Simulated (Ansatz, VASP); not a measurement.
One calculation of W3C2, two programs

```
CELL_PARAMETERS angstrom
3.95967 0.00000 0.00000
0.00000 3.95967 0.00000
0.00000 0.00000 4.99479
ATOMIC_POSITIONS crystal
W 0.50000 0.50000 0.23938
W 0.50000 0.50000 0.76062
W 0.00000 0.00000 0.50000
C 0.00000 0.50000 0.50000
C 0.50000 0.00000 0.50000
```

Alike in both runs: functional PBE; k mesh 4 × 4 × 4; occupations gaussian, width 0.1 eV; no spin polarisation.

Ansatz relaxed the structure, and its values are those at the end. VASP's run is a single point on that final structure, the one shown.

|  | VASP | Ansatz |
| --- | --- | --- |
| version | VASP 6.6.1 | Ansatz 0.2.0 |
| potentials or method | VASP PAW PBE potentials, release 64 (W_sv, C), cutoff 520 eV | scalar-relativistic, plane waves, PAW |
| valence electrons in the cell | 50 | 50 |

Ansatz gave:

```
gap on the k mesh at the Fermi level (eV) : none
pressure (GPa)                            : 0.0
rms of the force components (eV/Å)        : 0.002
```

Question: What did VASP give for the same quantities?

Answer: gap on the k mesh at the Fermi level (eV): none; pressure (GPa): 0.8; rms of the force components (eV/Å): 0.015.

A gap of «none» marks a metal or a gap that the smearing closes. With one functional, cell and mesh, what is left measures potentials, basis and numerics.

The k mesh is coarse, so the values compare programs but aren't converged. Neither program's run includes spin-orbit coupling.
